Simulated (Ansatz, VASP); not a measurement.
# MnO2: VASP beside Ansatz

The input INCAR:

```
PREC = Accurate
ENCUT = 520
EDIFF = 1E-6
ISMEAR = -1
SIGMA = 0.1
LREAL = False
LASPH = True
NELM = 150
ALGO = Normal
ISIF = 2
LWAVE = False
LCHARG = False
ISPIN = 2
MAGMOM = 4 0 0
LORBIT = 11
LMAXMIX = 4
LDAU = True
LDAUTYPE = 1
LDAUL = 2 -1
LDAUU = 6.9 0
LDAUJ = 0.9 0
LDAUPRINT = 1
GGA = PS
NBANDS = 24
```

KPOINTS

```
regular mesh
0
Gamma
  12 12 12
```

Contents of POSCAR:

```
MnO2
1.0
    1.4745450467      0.8513286372      4.7319018542
   -1.4745450467      0.8513286372      4.7319018542
    0.0000000000     -1.7026572744      4.7319018542
Mn O
1 2
Direct
    0.0000000000      0.0000000000      0.0000000000
    0.2643640000      0.2643640000      0.2643640000
    0.7356360000      0.7356360000      0.7356360000
```

Input for Ansatz:

```yaml
crystal:
  lattice:
    - [1.4745450467219159, 0.8513286371776742, 4.7319018542041364]
    - [-1.4745450467219159, 0.8513286371776742, 4.7319018542041364]
    - [0.0, -1.7026572743553483, 4.7319018542041364]
  atoms:
    - { symbol: Mn, position: [0.0, 0.0, 0.0], spin: 4.0 }
    - { symbol: O, position: [0.264364, 0.264364, 0.264364] }
    - { symbol: O, position: [0.735636, 0.735636, 0.735636] }
basis:
  ecutwfc: 510.0
kpoints:
  mp_grid:
    grid: [12, 12, 12]
hamiltonian:
  xc: pbesol
  hubbard:
    - { species: Mn, l: d, u: 6.9, j: 0.9 }
magnetization:
  spin_polarized: true
scf:
  convergence:
    dr2_threshold: 1.0e-09
  occupations:
    method: fermi_dirac
output:
  stress: true
```

Alike in both runs: task single point; functional PBEsol; k mesh 12 × 12 × 12; collinear spin; Hubbard terms Mn d U = 6.9 eV, J = 0.9 eV.

|  | VASP | Ansatz |
| --- | --- | --- |
| version | VASP 6.6.1 | Ansatz 0.2.0 |
| potentials or method | VASP PAW PBE potentials, release 64 (Mn_pv, O), cutoff 520 eV | plane waves, PAW |
| occupations | fermi-dirac, width 0.1 eV | fermi-dirac |
| valence electrons in the cell | 25 | 27 |

```csv
,VASP,Ansatz,Ansatz less VASP
pressure (GPa),-8.7,-7.7,+1.03
"traceless stress, the component that is largest in VASP (GPa)",1.64,0.78,-0.856
net moment per atom (μB),1.00,1.00,0.000
size of the moment on the site where the two differ most (μB),3.42,3.07,-0.350
```

VASP's potentials were made for PBE, not for PBEsol. Site moments also hang on the region over which each program counts them. The programs project onto different local orbitals, so the same U acts differently, and such runs can settle in different states. VASP's potentials hold 25 valence electrons a cell and Ansatz's 27, so a difference there can come from the potentials and not from the codes. Ansatz's warnings: stress scf threshold loose.
